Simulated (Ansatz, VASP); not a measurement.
## One calculation of Si3N4, two programs

```xyz
14
Lattice="7.6192 0.0000 0.0000 -3.8096 6.5985 0.0000 0.0000 0.0000 2.9113" Properties=species:S:1:pos:R:3 pbc="T T T"
Si    5.1871    1.1486    0.9480
Si    1.5988    5.0665    2.4037
Si    4.0309    3.9179    0.9480
Si   -1.3775    5.4498    2.4037
Si    2.2108    1.5320    0.9480
Si   -0.2213    2.6806    2.4037
N    -1.0293    2.1771    0.9480
N     5.2192    0.1972    2.4037
N     2.4388    4.6185    0.9480
N     4.8389    4.4213    2.4037
N    -1.4096    6.4013    0.9480
N     1.3708    1.9799    2.4037
N     0.0000    4.3990   -0.5076
N     3.8096    2.1995    0.9480
```

Alike in both runs: task single point; functional PBE; dispersion D3(BJ); k mesh 6 × 6 × 8; occupations gaussian, width 0.02 eV; no spin polarisation.

|  | VASP | Ansatz |
| --- | --- | --- |
| version | VASP 6.6.1 | Ansatz 0.2.0 |
| potentials or method | VASP PAW PBE potentials, release 64 (Si, N), cutoff 520 eV | scalar-relativistic, plane waves, PAW |
| valence electrons in the cell | 64 | 64 |

|  | VASP | Ansatz | Ansatz less VASP |
| --- | --- | --- | --- |
| gap on the k mesh at the Fermi level (eV) | 4.32 | 4.33 | +0.012 |
| least direct gap on the mesh (eV) | 4.51 | 4.52 | +0.011 |
| pressure (GPa) | -0.3 | 0.0 | +0.29 |
